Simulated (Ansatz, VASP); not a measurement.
# NaI in VASP and in Ansatz

INCAR

```
SYSTEM = NaI
PREC = Accurate ; ENCUT = 520
EDIFF = 1E-7 ; ISMEAR = 0
SIGMA = 0.01 ; LREAL = .False.
LASPH = .True. ; NELM = 150
ALGO = Normal ; ISIF = 2
LWAVE = .False. ; LCHARG = .True.
LNONCOLLINEAR = .True. ; MAGMOM = 0 0 0 0 0 0
LORBIT = 11 ; LSORBIT = .True.
GGA_COMPAT = .False. ; LORBMOM = .True.
LVHAR = .True. ; NBANDS = 26
```

Contents of KPOINTS:

```
regular mesh
0
Gamma
  6 6 6
  0 0 0
```

The input POSCAR:

```
NaI
1.0
    0.0000000000      3.1310871851      3.1310871851
    3.1310871851      0.0000000000      3.1310871851
    3.1310871851      3.1310871851      0.0000000000
Na I
1 1
Direct
    0.0000000000      0.0000000000      0.0000000000
    0.5000000000      0.5000000000      0.5000000000
```

Input for Ansatz:

```yaml
crystal:
  lattice:
    - [0.0, 3.13108718507, 3.13108718507]
    - [3.13108718507, 0.0, 3.13108718507]
    - [3.13108718507, 3.13108718507, 0.0]
  atoms:
    - { symbol: Na, position: [0.0, 0.0, 0.0] }
    - { symbol: I, position: [0.5, 0.5, 0.5] }
kpoints:
  mp_grid: { grid: [6, 6, 6] }
scf:
  occupations: { method: fixed }
hamiltonian:
  xc: lda
  pseudopotentials: { kind: all_electron, lapw: { basis_error: 0.001 } }
magnetization:
  noncollinear: true
  spin_orbit: true
output:
  forces: true
  stress: true
  eigenvalues: true
  eigenstates:
    nscf_kmesh: { grid: [8, 8, 8] }
    de_dk: true
    e_range: [-9, 13.61648167058]
  optics:
    e_range: [0, 20]
    de: 0.2
    sigma: 0.2
    bands: { spectra_wanted_up_to: 20 }
    nscf_kmesh: { grid: [8, 8, 8] }
checkpoint:
  write: ck
  write_wavefunctions: false
```

Alike in both runs: task single point; functional LDA; k mesh 6 × 6 × 6; non-collinear spin, spin-orbit coupling.

|  | VASP | Ansatz |
| --- | --- | --- |
| version | VASP 6.6.1 | Ansatz 0.2.0 |
| potentials or method | VASP PAW LDA potentials, release 64 (Na_pv, I), cutoff 520 eV | all-electron LAPW |
| occupations | gaussian, width 0.01 eV | fixed |

VASP gave:

```
pressure (GPa)           : 0.1
net moment per atom (μB) : 0.00
```

Problem. Estimate Ansatz's values.

Solution. Pressure (GPa): 0.0; net moment per atom (μB): 0.00.

LDA's correlation is that of Perdew and Zunger in VASP and of Perdew and Wang (1992) in Ansatz. Ansatz ran all-electron here, and VASP with PAW potentials. Ansatz's warnings: optics gap not shown off mesh.
